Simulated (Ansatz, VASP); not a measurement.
## NaBe4: VASP beside Ansatz

The input INCAR:

```
PREC = Accurate
ENCUT = 600
EDIFF = 1E-6
ISMEAR = 0
SIGMA = 0.1
LREAL = False
LASPH = True
NELM = 80
ALGO = Fast
ISIF = 3
LWAVE = False
LCHARG = False
GGA = PE
IBRION = 2
NSW = 90
EDIFFG = -0.04
```

Contents of KPOINTS:

```
regular mesh
0
Gamma
  12 12 2
```

The input POSCAR:

```
NaBe4
1.0
    2.4560716960      0.0000000000      0.0000000000
   -1.2280358480      2.1270204823      0.0000000000
    0.0000000000      0.0000000000     10.2104721335
Na Be
1 4
Direct
    0.0000000000      0.0000000000      0.0000000000
    0.3333333333      0.6666666667      0.7500192424
    0.3333333333      0.6666666667      0.4163052870
    0.6666666667      0.3333333333      0.2499807576
    0.6666666667      0.3333333333      0.5836947130
```

Input for Ansatz:

```yaml
crystal:
  lattice:
    - [2.456071696, 0.0, 0.0]
    - [-1.228035848, 2.1270204823, 0.0]
    - [0.0, 0.0, 10.2104721335]
  atoms:
    - { symbol: Na, position: [0.0, 0.0, 0.0] }
    - { symbol: Be, position: [0.3333333333, 0.6666666667, 0.7500192424] }
    - { symbol: Be, position: [0.3333333333, 0.6666666667, 0.416305287] }
    - { symbol: Be, position: [0.6666666667, 0.3333333333, 0.2499807576] }
    - { symbol: Be, position: [0.6666666667, 0.3333333333, 0.583694713] }
basis:
  ecutwfc: 420
kpoints:
  mp_grid: { grid: [12, 12, 2] }
hamiltonian:
  xc: pbe
scf:
  occupations: { method: gaussian, width: 0.1 }
  lower_state_search: "off"
output:
  forces: true
  stress: true
  eigenvalues: true
relax:
  adjacent_minimum: "off"
  f_tol: 0.04
  max_steps: 70
  cell: { stress_tol: 0.4 }
```

Change from the starting cell: species swapped into the Co4H type (P-3m1, No. 164).

Alike in both runs: task relaxation of cell and atoms; functional PBE; k mesh 12 × 12 × 2; occupations gaussian, width 0.1 eV; no spin polarisation.

|  | VASP | Ansatz |
| --- | --- | --- |
| version | VASP 6.6.1 | Ansatz 0.2.0 |
| potentials or method | VASP PAW PBE potentials, release 64 (Na_pv, Be), cutoff 600 eV | scalar-relativistic, plane waves, PAW |
| valence electrons in the cell | 15 | 17 |

|  | VASP | Ansatz | Ansatz less VASP |
| --- | --- | --- | --- |
| gap on the k mesh at the Fermi level, each at its own relaxed structure (eV) | none | none | - |
| relaxed volume (Å³/atom) | 10.56 | 10.55 | -0.006 |
| relaxed length of the cell vector where the two differ most in proportion (Å) | 10.379 | 10.394 | +0.0145 |

A gap of «none» marks a metal or a gap that the smearing closes. VASP's potentials hold 15 valence electrons a cell and Ansatz's 17, so a difference there can come from the potentials and not from the codes.
